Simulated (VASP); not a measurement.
# CdH2 (Cmmm) in VASP: relaxation of cell and atoms with PBE

Aim: the relaxation of cell and atoms of CdH2 with PBE.

All numbers are computed with VASP 6.6.1; they aren't measurements. Logs are shortened: lines on timing, memory, paths and dates and some standing lists are left out, and cuts for length are marked.

## 1. The cell of the first run

It takes space group Cmmm (No. 65, orthorhombic). Conventional cell: a = 4.034 Å, b = 6.287 Å, c = 6.954 Å, α = 90.00°, β = 90.00°, γ = 90.00°. Cd (site symmetry mm2) has 4 H at 1.87 Å and 1 Cd at 2.32 Å within 2.5 Å. H (site symmetry 2) has 2 Cd at 1.87 Å and 3 H at 2.02 to 2.32 Å within 2.5 Å.

The cell was generated, and may not be a known phase.

## 2. Relaxation of cell and atoms, PBE

Contents of INCAR:

```
SYSTEM = CdH2
  PREC = Accurate
  ENCUT = 600
  EDIFF = 1E-7
  ISMEAR = 0
  SIGMA = 0.1
  LREAL = .False.
  LASPH = .True.
  NELM = 80
  ALGO = Fast
  ISIF = 3
  LWAVE = .False.
  LCHARG = .False.
  GGA = PE
  IBRION = 2
  NSW = 90
  EDIFFG = -0.04
```

Contents of KPOINTS:

```
Automatic mesh
0
Gamma
  6 6 4
  0 0 0
```

Contents of POSCAR:

```
CdH2
1.0
    2.0172377549     -3.1437330053      0.0000000000
    2.0172377549      3.1437330053      0.0000000000
    0.0000000000      0.0000000000      6.9542548686
Cd H
2 4
Direct
    0.0000000000      0.0000000000      0.6666666667
    0.0000000000      0.0000000000      0.3333333333
    0.0000000000      0.5000000000      0.6666666667
    0.5000000000      0.0000000000      0.6666666667
    0.0000000000      0.5000000000      0.3333333333
    0.5000000000      0.0000000000      0.3333333333
```

Potentials or basis: VASP PAW PBE potentials, release 64 (Cd, H).

Started as:

```console
> cat potpaw_PBE.64/Cd/POTCAR potpaw_PBE.64/H/POTCAR > POTCAR
> mpirun -np 1 vasp_std > vasp.out
```

OUTCAR:

```text
SYSTEM = CdH2
   PREC = Accurate
   ENCUT = 600
   EDIFF = 1E-7
   ISMEAR = 0
   LREAL = .False.
   LASPH = .True.
   NELM = 80
   ISIF = 3
   GGA = PE
   IBRION = 2
   NSW = 90
   EDIFFG = -0.04

 ion  position               nearest neighbor table
   1  0.000  0.000  0.667-   3 1.87   4 1.87   3 1.87   4 1.87   2 2.32
   2  0.000  0.000  0.333-   5 1.87   6 1.87   5 1.87   6 1.87   1 2.32
   3  0.000  0.500  0.667-   1 1.87   1 1.87
   4  0.500  0.000  0.667-   1 1.87   1 1.87
   5  0.000  0.500  0.333-   2 1.87   2 1.87
   6  0.500  0.000  0.333-   2 1.87   2 1.87

  LATTYP: Found a base centered orthorhombic cell.
 ALAT       =     4.0344755098
 B/A-ratio  =     1.5584345463
 C/A-ratio  =     1.7237072952

  Lattice vectors:

 A1 = (   2.0172377549,  -3.1437330053,   0.0000000000)
 A2 = (   2.0172377549,   3.1437330053,   0.0000000000)
 A3 = (   0.0000000000,   0.0000000000,   6.9542548686)

Analysis of symmetry for initial positions (statically):
=====================================================================
 Subroutine PRICEL returns:
 Original cell was already a primitive cell.

 Routine SETGRP: Setting up the symmetry group for a
 base centered orthorhombic supercell.

 Subroutine GETGRP returns: Found  8 space group operations
 (whereof  8 operations were pure point group operations)
 out of a pool of  8 trial point group operations.

The static configuration has the point symmetry D_2h.

Analysis of symmetry for dynamics (positions and initial velocities):
=====================================================================
 Subroutine PRICEL returns:
 Original cell was already a primitive cell.

 Routine SETGRP: Setting up the symmetry group for a
 base centered orthorhombic supercell.

 Subroutine GETGRP returns: Found  8 space group operations
 (whereof  8 operations were pure point group operations)
 out of a pool of  8 trial point group operations.

The dynamic configuration has the point symmetry D_2h.

 Subroutine INISYM returns: Found  8 space group operations
 (whereof  8 operations are pure point group operations),
 and found     1 'primitive' translations

----------------------------------------------------------------------------------------

                                     Primitive cell

  volume of cell :      88.2030

  direct lattice vectors                    reciprocal lattice vectors
     2.017237755 -3.143733005  0.000000000     0.247863693 -0.159046585  0.000000000
     2.017237755  3.143733005  0.000000000     0.247863693  0.159046585  0.000000000
     0.000000000  0.000000000  6.954254869     0.000000000  0.000000000  0.143796858

  length of vectors
     3.735278486  3.735278486  6.954254869     0.294503356  0.294503356  0.143796858

  position of ions in fractional coordinates (direct lattice)
     0.000000000  0.000000000  0.666666667
     0.000000000  0.000000000  0.333333333
     1.000000000  0.500000000  0.666666667
     0.500000000  1.000000000  0.666666667
     1.000000000  0.500000000  0.333333333
     0.500000000  1.000000000  0.333333333

  ion indices of the primitive-cell ions
   primitive index   ion index
                 1           1
                 2           2
                 3           3
                 4           4
                 5           5
                 6           6

----------------------------------------------------------------------------------------

 KPOINTS: Automatic mesh

Automatic generation of k-mesh.
 Grid dimensions read from file:
 generate k-points for:    6    6    4

 Generating k-lattice:

  Cartesian coordinates                     Fractional coordinates (reciprocal lattice)
     0.041310616 -0.026507764  0.000000000     0.166666667 -0.000000000  0.000000000
     0.041310616  0.026507764  0.000000000    -0.000000000  0.166666667  0.000000000
     0.000000000  0.000000000  0.035949215     0.000000000  0.000000000  0.250000000

  Length of vectors
     0.049083893  0.049083893  0.035949215

  Shift w.r.t. Gamma in fractional coordinates (k-lattice)
     0.000000000  0.000000000  0.000000000

 Subroutine IBZKPT returns following result:
 ===========================================

 Found     39 irreducible k-points:

 Following reciprocal coordinates:
            Coordinates               Weight
  0.000000  0.000000  0.000000      1.000000
  0.166667 -0.000000  0.000000      4.000000
  0.333333 -0.000000  0.000000      4.000000
  0.500000 -0.000000  0.000000      2.000000
  0.166667  0.166667  0.000000      2.000000
  0.333333  0.166667  0.000000      4.000000
[... 16 lines left out ...]
  0.333333  0.333333  0.250000      4.000000
  0.500000  0.333333  0.250000      8.000000
 [... further k-points ...]
   k-points           NKPTS =     39   k-points in BZ     NKDIM =     39   number of bands    NBANDS=     18
   number of dos      NEDOS =    301   number of ions     NIONS =      6
   total plane-waves  NPLWV =  50400
   dimension x,y,z NGX =    30 NGY =   30 NGZ =   56
   dimension x,y,z NGXF=    60 NGYF=   60 NGZF=  112
   ions per type =               2   4
   NGX,Y,Z   is equivalent  to a cutoff of  13.35, 13.35, 13.39 a.u.
   NGXF,Y,Z  is equivalent  to a cutoff of  26.70, 26.70, 26.77 a.u.
 SYSTEM =  CdH2
   PREC   = accura    normal or accurate (medium, high low for compatibility)
   ISTART =      0    job   : 0-new  1-cont  2-samecut
   ICHARG =      2    charge: 1-file 2-atom 10-const
   ISPIN  =      1    spin polarized calculation?
   LNONCOLLINEAR =      F non collinear calculations
   LSORBIT =      F    spin-orbit coupling
   LASPH  =      T    aspherical Exc in radial PAW
   ENCUT  =  600.0 eV  44.10 Ry    6.64 a.u.   7.46  7.46 13.89*2*pi/ulx,y,z
   NELM   =     80;   NELMIN=  2; NELMDL= -5     # of ELM steps
   EDIFF  = 0.1E-06   stopping-criterion for ELM
   LREAL  =      F    real-space projection
   EDIFFG = -.4E-01   stopping-criterion for IOM
   NSW    =     90    number of steps for IOM
   IBRION =      2    ionic relax: 0-MD 1-quasi-New 2-CG
   NFREE  =      1    steps in history (QN), initial steepest desc. (CG)
   ISIF   =      3    stress and relaxation
   ISYM   =      2    0-nonsym 1-usesym 2-fastsym
   POTIM  = 0.5000    time-step for ionic-motion
   TEBEG  =    0.0;   TEEND  =   0.0 temperature during run
   PSTRESS=    0.0 pullay stress
   NELECT =      28.0000    total number of electrons
   NUPDOWN=      -1.0000    fix difference up-down
   EMIN   =  10.00;   EMAX   =-10.00  energy-range for DOS
   EFERMI =   0.00;   METHOD = LEGACY
   ISMEAR =     0;   SIGMA  =   0.10  broadening in eV -4-tet -1-fermi 0-gaus
   EFERMI_NEDOS =   21; number of points for ismear=-14 and -15
   IALGO  =     68    algorithm
   IMIX   =      4    mixing-type and parameters
     AMIX     =   0.40;   BMIX     =  1.00
     AMIX_MAG =   1.60;   BMIX_MAG =  1.00
  volume/ion in A,a.u.               =      14.70        99.20
  Fermi-wavevector in a.u.,A,eV,Ry     =   1.116777  2.110402 16.969057  1.247190
  Thomas-Fermi vector in A             =   2.253394
   LORBIT       =      0    0 simple, 1 ext, 2 COOP (PROOUT), +10 PAW based schemes
   GGA     = PE    functional components
   LHFCALC =     F    Hartree Fock is set to
   AEXX    =    0.0000 exact exchange contribution
   IVDW    =     0    specifies the selected vdW correction
   LEPSILON=     F    determine dielectric tensor
   LRPA    =     F    only Hartree local field effects (RPA)
 conjugate gradient relaxation of ions
 non-spin polarized calculation
 RMM-DIIS sequential band-by-band and
 Gauss-broadening in eV      SIGMA  =   0.10
  energy-cutoff  :      600.00
  volume of cell :       88.20
 maximum number of plane-waves:      2975
 NGX is ok and might be reduce to    30
   NGX = 15   NGY = 15   NGZ = 27

--------------------------------------- Ionic step        1  -------------------------------------------

 number of electron      27.9999996 magnetization

 Free energy of the ion-electron system (eV)
  ---------------------------------------------------
  ext. energy  EPLUGINS =         0.00000000
  ---------------------------------------------------
  free energy    TOTEN  =        -9.89144049 eV

  energy without entropy =       -9.88691204  energy(sigma->0) =       -9.88917627

 E-fermi :   0.3978     XC(G=0):  -8.0537

 val. band max:        0.3047903978   @ k =   0.1667   0.1667   0.0000
 cond. band min:       0.4441891862   @ k =  -0.3333   0.3333   0.5000
 fundamental gap:      0.1393987885
 Fermi energy:         0.3977784453

 k-point     1 :       0.0000    0.0000    0.0000
  band No.  band energies     occupation
      1     -10.7099      2.00000
      2      -9.8193      2.00000
      3      -9.5813      2.00000
      4      -9.5467      2.00000
      5      -9.5446      2.00000
      6      -9.5197      2.00000
[... 481 lines left out ...]
      5      -8.9711      2.00000
      6      -8.9308      2.00000
[... 10 lines left out ...]
     17       3.3375      0.00000
     18       6.7864      0.00000

 [... further k-points ...]
[... 5 lines left out ...]
  --------------------------------------------------------------------------------------
  -------------------------------------------------------------------------------------
  Total        7.2537078     -0.1444133     13.1871686      0.0000000      0.0000000      0.0000000
  in kB      131.7611259     -2.6232179    239.5404168      0.0000000      0.0000000      0.0000000
  external PRESSURE =     122.8927749 kB  Pullay stress =       0.0000000 kB
[... 101 lines left out ...]
  FREE ENERGIE OF THE ION-ELECTRON SYSTEM (eV)
  ---------------------------------------------------
  free  energy   TOTEN  =       -11.3251038383 eV

  energy  without entropy=      -11.3172608265  energy(sigma->0) =      -11.32118233

[... ionic steps 4 to 10 ...]

--------------------------------------- Ionic step       11  -------------------------------------------

 number of electron      27.9999995 magnetization

------------------------ aborting loop because EDIFF is reached ----------------------------------------
[... 75 lines left out ...]
--------------------------------------- Ionic step       13  -------------------------------------------

 number of electron      28.0000002 magnetization

 Free energy of the ion-electron system (eV)
  ---------------------------------------------------
  ext. energy  EPLUGINS =         0.00000000
  ---------------------------------------------------
  free energy    TOTEN  =       -12.24721470 eV

  energy without entropy =      -12.24359810  energy(sigma->0) =      -12.24540640

 E-fermi :  -0.8443     XC(G=0):  -6.8618

 val. band max:       -0.8454990867   @ k =   0.5000   0.5000   0.2500
 cond. band min:      -0.7898881656   @ k =   0.1667  -0.0000   0.0000
 fundamental gap:      0.0556109211
 Fermi energy:        -0.8443439399

 k-point     1 :       0.0000    0.0000    0.0000
  band No.  band energies     occupation
      1     -10.5171      2.00000
      2     -10.4568      2.00000
      3     -10.3426      2.00000
      4     -10.1290      2.00000
      5      -9.6246      2.00000
      6      -9.6225      2.00000
[... 481 lines left out ...]
      5      -9.6373      2.00000
      6      -9.5312      2.00000
[... 10 lines left out ...]
     17       2.1286      0.00000
     18       4.0391      0.00000

 [... further k-points ...]
[... 5 lines left out ...]
  --------------------------------------------------------------------------------------
  -------------------------------------------------------------------------------------
  Total        0.1203242      0.0246613      0.0208540      0.0000000      0.0000000      0.0000000
  in kB        1.6437248      0.3368926      0.2848819      0.0000000      0.0000000      0.0000000
  external PRESSURE =       0.7551664 kB  Pullay stress =       0.0000000 kB
[... 21 lines left out ...]
  FREE ENERGIE OF THE ION-ELECTRON SYSTEM (eV)
  ---------------------------------------------------
  free  energy   TOTEN  =       -12.2472146978 eV

  energy  without entropy=      -12.2435980975  energy(sigma->0) =      -12.24540640

 reached required accuracy - stopping structural energy minimisation
```

Wall time 7.1 min (1 thread of Oxide Virtual Turin-like, shared host); peak memory 0.23 GiB.

Results:

* Free energy: -12.2472 eV
* Relaxed volume: 19.55 Å³/atom
* Relaxed cell: a = 3.805 Å, b = 3.805 Å, c = 8.104 Å, α = 90.00°, β = 90.00°, γ = 91.21°
* Space group after relaxing (to 0.1 Å): Cmmm (No. 65)
* Energy gained by relaxing: 392.6 meV/atom
* Ionic steps: 13
* Pressure after relaxing: 0.1 GPa
* Largest force after relaxing: 0.035 eV/Å
* Band gap on the k mesh: zero (bands 14 and 15 overlap by 2.97 eV)

Forces on the atoms (eV/Å):
```
Cd   0.000  0.000  0.031
Cd   0.000  0.000 -0.031
H    0.000  0.000  0.035
H    0.000  0.000  0.035
H    0.000  0.000 -0.035
H    0.000  0.000 -0.035
```

Step by step:
```
step  energy change (eV)  largest force (eV/Å)  pressure (GPa)  volume (Å³)
   1              0.0000                5.1907           12.29        88.20
   2             -1.4337                0.5122            0.52       103.13
   3             -1.4337                0.5153            0.51       103.16
   4             -1.6699                0.5160            0.83       104.86
   5             -2.1681                0.2344            1.36       108.92
   6             -2.0627                0.0132            1.19       112.04
   7             -2.2901                0.1055            1.63       111.40
   8             -2.3187                0.0709           -0.72       119.23
   9             -2.3280                0.0845            0.04       116.56
  10             -2.3435                0.0684            0.01       116.94
  11             -2.3542                0.0407           -0.05       117.51
  12             -2.3543                0.0436           -0.05       117.55
  13             -2.3558                0.0355            0.08       117.28
```

Final structure:
```
Cd H
1.0
     2.66179   -2.71856    0.00000
     2.66179    2.71856    0.00000
     0.00000    0.00000    8.10387
Cd H
2 4
Direct
  0.00000 0.00000 0.69132
  0.00000 0.00000 0.30868
  0.00000 0.50000 0.69340
  0.50000 0.00000 0.69340
  0.00000 0.50000 0.30660
  0.50000 0.00000 0.30660
```

Caveat: the volume moved by over 15 % at a fixed basis, so the end points are rough.

The gap in the log of VASP goes by the Fermi energy; the results here count the filled bands.